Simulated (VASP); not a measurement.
Runs of VASP 6.6.1 on TaN. The structure is that of space group P-6m2 (No. 187), or close to it. The cells are those of the table. 

```csv
cell,gap on the mesh (eV),pressure (GPa)
"a = 2.851, b = 2.851, c = 2.907 Å, angles 90.0, 90.0, 120.0°, 2 atoms",none,14.3
"a = 2.851, b = 2.851, c = 2.942 Å, angles 90.0, 90.0, 120.0°, 2 atoms",none,9.0
"a = 2.814, b = 2.814, c = 2.978 Å, angles 90.0, 90.0, 120.0°, 2 atoms",none,(a)
"a = 2.778, b = 2.778, c = 2.763 Å, angles 90.0, 90.0, 120.0°, 2 atoms",none,(b)
"a = 2.961, b = 2.961, c = 2.763 Å, angles 90.0, 90.0, 120.0°, 2 atoms",none,7.1
```

Alike in all rows: task single point; level PBEsol; potentials or basis VASP PAW PBE potentials, release 64 (Ta_sv_GW, N); no spin polarisation; k mesh 18 × 18 × 16; cutoff (eV) 700; smearing gaussian 0.15 eV.

Q: Estimate the missing entries.

A: (a) 14.5; (b) 69.2.

Caveats: the PAW data sets were made with another functional, which shifts forces and pressure a little; spin-orbit coupling is left out, which moves the levels of the heavy elements; the stress differs along the axes, from -2 to 22 GPa (at least some runs); the stress differs along the axes, from -13 to 20 GPa (at least some runs); the stress differs along the axes, from -19 to 31 GPa (at least some runs); the cell stands under pressure (at least some runs); the stress differs along the axes, from -5 to 31 GPa (at least some runs).

A k mesh can miss the band edges, and the runs leave out spin-orbit coupling on Ta.

A gap of «none» marks levels without a gap at the run's occupations.
